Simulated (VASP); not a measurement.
Input of a VASP 6.6.1 run:

Contents of POSCAR:

```
CsBr
1.0
    4.4621396932      0.0000000000      0.0000000000
    0.0000000000      4.4621396932      0.0000000000
    0.0000000000      0.0000000000      4.4621396932
Cs Br
1 1
Direct
    0.0000000000      0.0000000000      0.0000000000
    0.5000000000      0.5000000000      0.5000000000
```

The input INCAR.step1:

```
SYSTEM = CsBr
  PREC = Accurate
  ENCUT = 550
  ISMEAR = 0
  SIGMA = 0.02
  LREAL = .False.
  LASPH = .True.
  NELM = 120
  NBANDS = 15
  GGA = PE
  ALGO = Normal
  EDIFF = 1E-5
  LWAVE = .True.
  LCHARG = .False.
  GGA_COMPAT = .False.
```

Contents of INCAR.step2:

```
SYSTEM = CsBr
  PREC = Accurate
  ENCUT = 550
  EDIFF = 1E-6
  ISMEAR = 0
  SIGMA = 0.02
  LREAL = .False.
  LASPH = .True.
  NELM = 120
  ALGO = Normal
  ISIF = 2
  LWAVE = .False.
  LCHARG = .True.
  METAGGA = R2SCAN
  LMIXTAU = .True.
  LELF = .True.
  LVHAR = .True.
  NBANDS = 15
  ISTART = 1
  GGA_COMPAT = .False.
```

Contents of KPOINTS:

```
Automatic mesh
0
Gamma
  6 6 6
  0 0 0
```

Potentials or basis: VASP PAW PBE potentials, release 64 (Cs_sv, Br).

Command:

```console
$ cat potpaw_PBE.64/Cs_sv/POTCAR potpaw_PBE.64/Br/POTCAR > POTCAR
$ cp INCAR.step1 INCAR
$ mpirun -np 1 vasp_std > vasp.out
$ cp INCAR.step2 INCAR
$ mpirun -np 1 vasp_std > vasp.out
```

**Question.** Estimate the pressure.

**Answer.** -1.1 GPa.

**Question.** Estimate the band gap on the k mesh.

**Answer.** 4.79 eV (least direct gap 4.82 eV).

Caveat: the PAW data sets were made with another functional, which shifts forces and pressure a little; spin-orbit coupling is left out, which moves the levels of the heavy elements. A k mesh can miss the band edges.
